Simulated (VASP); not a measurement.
# Si (Fd-3m) in VASP: a series of runs

Runs on Si. Level: LDA. Tasks: single point.

Everything below comes from runs of VASP 6.6.1. Logs are shortened: lines on timing, memory, paths and dates and some standing lists are left out, and cuts for length are marked.

## Step 1: The cell of the first run

The structure is cubic, space group Fd-3m (No. 227). Conventional cell: a = 5.403 Å, b = 5.403 Å, c = 5.403 Å, α = 90.00°, β = 90.00°, γ = 90.00°. Within 3.1 Å of Si (site symmetry -43m) lie 4 Si at 2.34 Å.

## Step 2: Single point, LDA

Contents of INCAR:

```
SYSTEM = Si
PREC = Accurate
ENCUT = 520
EDIFF = 1E-6
ISMEAR = -1
SIGMA = 0.05
LREAL = .False.
LASPH = .True.
NELM = 80
ALGO = Normal
ISIF = 2
LWAVE = .False.
LCHARG = .True.
LELF = .True.
LVHAR = .True.
NBANDS = 11
```

Contents of KPOINTS:

```
Automatic mesh
0
Gamma
  2 2 2
  0 0 0
```

Contents of POSCAR:

```
Si
1.0
    0.0000000000      2.7016643793      2.7016643793
    2.7016643793      0.0000000000      2.7016643793
    2.7016643793      2.7016643793      0.0000000000
Si
2
Direct
    0.5000000000      0.5000000000      0.5000000000
    0.7500000000      0.7500000000      0.7500000000
```

Potentials or basis: VASP PAW LDA potentials, release 64 (Si).

The run is started by

```console
$ cat potpaw_LDA.64/Si/POTCAR > POTCAR
$ mpirun -np 1 vasp_std > vasp.out
```

OUTCAR:

```text
SYSTEM = Si
   PREC = Accurate
   ENCUT = 520
   EDIFF = 1E-6
   ISMEAR = -1
   LREAL = .False.
   LASPH = .True.
   NELM = 80
   ISIF = 2

 ion  position               nearest neighbor table
   1  0.500  0.500  0.500-   2 2.34   2 2.34   2 2.34   2 2.34
   2  0.750  0.750  0.750-   1 2.34   1 2.34   1 2.34   1 2.34

  LATTYP: Found a face centered cubic cell.
 ALAT       =     5.4033287586

  Lattice vectors:

 A1 = (   0.0000000000,   2.7016643793,   2.7016643793)
 A2 = (   2.7016643793,   0.0000000000,   2.7016643793)
 A3 = (   2.7016643793,   2.7016643793,   0.0000000000)

Analysis of symmetry for initial positions (statically):
=====================================================================
 Subroutine PRICEL returns:
 Original cell was already a primitive cell.

 Routine SETGRP: Setting up the symmetry group for a
 face centered cubic supercell.

 Subroutine GETGRP returns: Found 48 space group operations
 (whereof 24 operations were pure point group operations)
 out of a pool of 48 trial point group operations.

The static configuration has the point symmetry T_d .
 The point group associated with its full space group is O_h .

Analysis of symmetry for dynamics (positions and initial velocities):
=====================================================================
 Subroutine PRICEL returns:
 Original cell was already a primitive cell.

 Routine SETGRP: Setting up the symmetry group for a
 face centered cubic supercell.

 Subroutine GETGRP returns: Found 48 space group operations
 (whereof 24 operations were pure point group operations)
 out of a pool of 48 trial point group operations.

The dynamic configuration has the point symmetry T_d .
 The point group associated with its full space group is O_h .

 Subroutine INISYM returns: Found 48 space group operations
 (whereof 24 operations are pure point group operations),
 and found     1 'primitive' translations

----------------------------------------------------------------------------------------

                                     Primitive cell

  volume of cell :      39.4388

  direct lattice vectors                    reciprocal lattice vectors
     0.000000000  2.701664379  2.701664379    -0.185071101  0.185071101  0.185071101
     2.701664379  0.000000000  2.701664379     0.185071101 -0.185071101  0.185071101
     2.701664379  2.701664379  0.000000000     0.185071101  0.185071101 -0.185071101

  length of vectors
     3.820730406  3.820730406  3.820730406     0.320552549  0.320552549  0.320552549
[... 65 lines left out ...]
   ISIF   =      2    stress and relaxation
   ISYM   =      2    0-nonsym 1-usesym 2-fastsym
   POTIM  = 0.5000    time-step for ionic-motion
   TEBEG  =    0.0;   TEEND  =   0.0 temperature during run
   PSTRESS=    0.0 pullay stress
   NELECT =       8.0000    total number of electrons
   NUPDOWN=      -1.0000    fix difference up-down
   EMIN   =  10.00;   EMAX   =-10.00  energy-range for DOS
   EFERMI =   0.00;   METHOD = LEGACY
   ISMEAR =    -1;   SIGMA  =   0.05  broadening in eV -4-tet -1-fermi 0-gaus
   EFERMI_NEDOS =   21; number of points for ismear=-14 and -15
   IALGO  =     38    algorithm
   IMIX   =      4    mixing-type and parameters
     AMIX     =   0.40;   BMIX     =  1.00
     AMIX_MAG =   1.60;   BMIX_MAG =  1.00
  volume/ion in A,a.u.               =      19.72       133.07
  Fermi-wavevector in a.u.,A,eV,Ry     =   0.961900  1.817728 12.588822  0.925252
  Thomas-Fermi vector in A             =   2.091313
   LORBIT       =      0    0 simple, 1 ext, 2 COOP (PROOUT), +10 PAW based schemes
   GGA     = CA    functional components
   LHFCALC =     F    Hartree Fock is set to
   AEXX    =    0.0000 exact exchange contribution
   IVDW    =     0    specifies the selected vdW correction
   LEPSILON=     F    determine dielectric tensor
   LRPA    =     F    only Hartree local field effects (RPA)
 non-spin polarized calculation
  energy-cutoff  :      520.00
  volume of cell :       39.44
 maximum number of plane-waves:      1068
   NGX = 15   NGY = 15   NGZ = 15

 number of electron       8.0000001 magnetization

 Free energy of the ion-electron system (eV)
  ---------------------------------------------------
  ext. energy  EPLUGINS =         0.00000000
  ---------------------------------------------------
  free energy    TOTEN  =        -9.26747069 eV

  energy without entropy =       -9.25587969  energy(sigma->0) =       -9.26167519

 E-fermi :   6.3898     XC(G=0):  -9.5626

 val. band max:        6.2200112135   @ k =   0.0000   0.0000   0.0000
 cond. band min:       6.5949996036   @ k =   0.5000   0.5000   0.0000
 fundamental gap:      0.3749883901
 Fermi energy:         6.3897609432

 k-point     1 :       0.0000    0.0000    0.0000
  band No.  band energies     occupation
      1      -5.9242      2.00000
      2       6.2200      1.93510
      3       6.2200      1.93510
      4       6.2200      1.93510
      5       8.6121      0.00000
      6       8.6121      0.00000
      7       8.6121      0.00000
      8       9.5926      0.00000
      9      13.7414      0.00000
     10      13.8045      0.00000
     11      13.8045      0.00000
[... 15 lines left out ...]
 k-point     3 :       0.5000    0.5000    0.0000
  band No.  band energies     occupation
      1      -1.6898      2.00000
      2      -1.6898      2.00000
      3       3.2502      2.00000
      4       3.2502      2.00000
      5       6.5950      0.03245
      6       6.5950      0.03245
      7      16.2551      0.00000
      8      16.2551      0.00000
      9      17.1247      0.00000
     10      17.1247      0.00000
     11      18.6560      0.00000

------------------------ aborting loop because EDIFF is reached ----------------------------------------

  FORCE on cell =-STRESS in cart. coord.  units (eV):
  Direction    XX          YY          ZZ          XY          YZ          ZX
  --------------------------------------------------------------------------------------
  -------------------------------------------------------------------------------------
  Total        1.8990113      1.8990113      1.8990113      0.0000000     -0.0000000      0.0000000
  in kB       77.1460961     77.1460961     77.1460961      0.0000000     -0.0000000      0.0000000
  external PRESSURE =      77.1460961 kB  Pullay stress =       0.0000000 kB

 VOLUME and BASIS-vectors are now :
 -----------------------------------------------------------------------------
  energy-cutoff  :      520.00
  volume of cell :       39.44
      direct lattice vectors                 reciprocal lattice vectors
     0.000000000  2.701664379  2.701664379    -0.185071101  0.185071101  0.185071101
     2.701664379  0.000000000  2.701664379     0.185071101 -0.185071101  0.185071101
     2.701664379  2.701664379  0.000000000     0.185071101  0.185071101 -0.185071101

 POSITION                                       TOTAL-FORCE (eV/Angst)
 -----------------------------------------------------------------------------------
      2.70166      2.70166      2.70166         0.000000      0.000000      0.000000
      4.05250      4.05250      4.05250        -0.000000     -0.000000     -0.000000
 -----------------------------------------------------------------------------------
    total drift:                               -0.000000      0.000000     -0.000000

  FREE ENERGIE OF THE ION-ELECTRON SYSTEM (eV)
  ---------------------------------------------------
  free  energy   TOTEN  =        -9.2674706895 eV

  energy  without entropy=       -9.2558796890  energy(sigma->0) =       -9.26167519
```

Wall time 1.5 s (1 thread of Intel Xeon 6975P-C (Granite Rapids), shared host); peak memory 0.12 GiB.

What came out:

```
Free energy            : -9.2675 eV
Pressure               : 7.7 GPa
Band gap on the k mesh : 0.38 eV, indirect (least direct gap 2.39 eV)
```

Caveat: the k points lie up to 1.01 Å⁻¹ apart. A k mesh can miss the band edges.

## Step 3: Single point, LDA

Contents of INCAR:

```
PREC = Accurate ; ENCUT = 520
EDIFF = 1E-6 ; ISMEAR = -1
SIGMA = 0.05 ; LREAL = F
LASPH = T ; NELM = 100
ALGO = Normal ; ISIF = 2
LWAVE = F ; LCHARG = T
LELF = T ; LVHAR = T
NBANDS = 11
```

Contents of KPOINTS:

```
regular mesh
0
Gamma
  3 3 3
```

POSCAR is that of step 2.

Potentials or basis: VASP PAW LDA potentials, release 64 (Si).

The run is started by

```console
$ cat potpaw_LDA.64/Si/POTCAR > POTCAR
$ mpirun -np 1 vasp_std > vasp.out
```

It took 1.6 s on 1 thread of Intel Xeon 6975P-C (Granite Rapids), shared host; peak memory 0.12 GiB.

Results (log left out):

```
Free energy            : -11.2699 eV
Pressure               : 2.0 GPa
Band gap on the k mesh : 0.54 eV, indirect (least direct gap 2.48 eV)
```

Levels at points of the mesh, in eV from the valence-band top:
| k point | band 2 | band 3 | band 4 | band 5 | band 6 | band 7 |
| --- | --- | --- | --- | --- | --- | --- |
| (0.00, 0.00, 0.00) | 0.00 | 0.00 | 0.00 | 2.48 | 2.48 | 2.48 |

Caveat: the k points lie up to 0.67 Å⁻¹ apart.

## Step 4: Single point, LDA

Contents of INCAR:

```
ALGO = Normal
EDIFF = 1E-6
ENCUT = 520
ISIF = 2
ISMEAR = -1
LASPH = T
LCHARG = T
LELF = T
LREAL = F
LVHAR = T
LWAVE = F
NBANDS = 11
NELM = 100
PREC = Accurate
SIGMA = 0.05
```

Contents of KPOINTS:

```
k-points
0
Gamma
  4 4 4
```

POSCAR is that of step 3.

The run is started by

```console
$ cat potpaw_LDA.64/Si/POTCAR > POTCAR
$ mpirun -np 1 vasp_std > vasp.out
```

It took 2 s on 1 thread of Intel Xeon 6975P-C (Granite Rapids), shared host; peak memory 0.12 GiB.

It converged, with:

```yaml
Free_energy: -11.7196 eV
Pressure: 0.6 GPa
Band_gap_on_the_k_mesh: 0.54 eV, indirect (least direct gap 2.51 eV)
```

Levels at points of the mesh, in eV from the valence-band top:
```csv
k point,band 2,band 3,band 4,band 5,band 6,band 7
"(0.00, 0.00, 0.00)",0.00,0.00,0.00,2.51,2.51,2.51
"(0.50, 0.00, 0.00)",-7.08,-1.21,-1.21,1.47,3.26,3.26
"(0.50, 0.50, 0.00)",-7.87,-2.90,-2.90,0.54,0.54,10.10
```

Caveat: the k points lie up to 0.50 Å⁻¹ apart. A k mesh can miss the band edges.

## Step 5: Single point, LDA

Contents of INCAR:

```
SYSTEM = Si
PREC     = Accurate       ! precision mode
ENCUT    = 520            ! plane-wave cutoff, eV
EDIFF    = 1E-7           ! SCF threshold, eV
ISMEAR   = -1             ! smearing method
SIGMA    = 0.05           ! smearing width, eV
LREAL    = .FALSE.        ! projectors in reciprocal space
LASPH    = .TRUE.         ! aspherical terms in the spheres
NELM     = 60             ! most SCF steps
ALGO     = Normal         ! electronic algorithm
ISIF     = 2              ! what is computed and relaxed
LWAVE    = .FALSE.        ! write WAVECAR
LCHARG   = .TRUE.         ! write CHGCAR
GGA      = CA             ! functional
LELF     = .TRUE.         ! ELF
LVHAR    = .TRUE.       
NBANDS   = 11             ! bands
```

Contents of KPOINTS:

```
regular mesh
0
G
  5 5 5
  0 0 0
```

POSCAR is that of step 4.

The run is started by

```console
$ cat potpaw_LDA.64/Si/POTCAR > POTCAR
$ mpirun -np 1 vasp_std > vasp.out
```

Run time: 2.3 s. Hardware: 1 thread of Intel Xeon 6975P-C (Granite Rapids), shared host; peak memory 0.12 GiB.

It converged, with:

| Quantity | Value |
| --- | --- |
| Free energy | -11.8504 eV |
| Pressure | 0.2 GPa |
| Band gap on the k mesh | 0.44 eV, indirect (least direct gap 2.52 eV) |

Levels at points of the mesh, in eV from the valence-band top:
| k point | band 1 | band 2 | band 3 | band 4 | band 5 | band 6 | band 7 | band 8 |
| --- | --- | --- | --- | --- | --- | --- | --- | --- |
| (0.00, 0.00, 0.00) | -12.07 | 0.00 | 0.00 | 0.00 | 2.52 | 2.52 | 2.52 | 3.38 |

## Step 6: The runs side by side

| k mesh | gap on the mesh (eV) | pressure (GPa) |
| --- | --- | --- |
| 2 × 2 × 2 | 0.38 | 7.7 |
| 3 × 3 × 3 | 0.54 | 2.0 |
| 4 × 4 × 4 | 0.54 | 0.6 |
| 5 × 5 × 5 | 0.44 | 0.2 |

Alike in all rows: task single point; level LDA; potentials or basis VASP PAW LDA potentials, release 64 (Si); no spin polarisation; cell as given; cutoff (eV) 520; smearing fermi-dirac 0.05 eV.

Caveats: some runs use coarse meshes.

Total energies depend on the potentials used, so only differences within one code and one set of settings carry meaning.
